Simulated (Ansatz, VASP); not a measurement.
As: VASP beside Ansatz

File INCAR:

```
SYSTEM = As
ALGO = Normal
DIPOL = 0.5 0.5 0.500
EDIFF = 1E-6
ENCUT = 400
GGA = PE
GGA_COMPAT = .False.
IDIPOL = 3
ISIF = 2
ISMEAR = 0
LASPH = .True.
LCHARG = .False.
LDIPOL = .True.
LREAL = .False.
LWAVE = .False.
NBANDS = 22
NELM = 120
NELMDL = -8
PREC = Accurate
SIGMA = 0.02
```

File KPOINTS:

```
k-points
0
Gamma
  9 9 1
  0 0 0
```

File POSCAR:

```
As
1.0
    3.3810000000      0.0000000000      0.0000000000
   -1.6905000000      2.9280318902      0.0000000000
    0.0000000000      0.0000000000     28.0000000000
As
2
Direct
    0.3333333333      0.6666666667      0.5319285714
    0.6666666667      0.3333333333      0.4680714286
```

Input for Ansatz:

```yaml
crystal:
  lattice:
    - [3.381, 0.0, 0.0]
    - [-1.6905, 2.9280318902, 0.0]
    - [0.0, 0.0, 28.0]
  atoms:
    - { symbol: As, position: [0.3333333333, 0.6666666667, 0.5319285714] }
    - { symbol: As, position: [0.6666666667, 0.3333333333, 0.4680714286] }
  periodic: [true, true, false]
basis:
  ecutwfc: 420
kpoints:
  mp_grid: { grid: [9, 9, 1] }
hamiltonian:
  xc: pbe
scf:
  occupations: { method: gaussian, width: 0.02 }
output:
  forces: true
  stress: true
  eigenvalues: true
```

Alike in both runs: task single point; functional PBE; k mesh 9 × 9 × 1; occupations gaussian, width 0.02 eV; no spin polarisation.

|  | VASP | Ansatz |
| --- | --- | --- |
| version | VASP 6.6.1 | Ansatz 0.2.0 |
| potentials or method | VASP PAW PBE potentials, release 64 (As_d), cutoff 400 eV | scalar-relativistic, plane waves, PAW |
| valence electrons in the cell | 30 | 30 |

```csv
,VASP,Ansatz,Ansatz less VASP
rms of the force components (eV/Å),1.464,1.472,+0.0081
```

Atom by atom the forces differ by 0.008 eV/Å (rms over components).
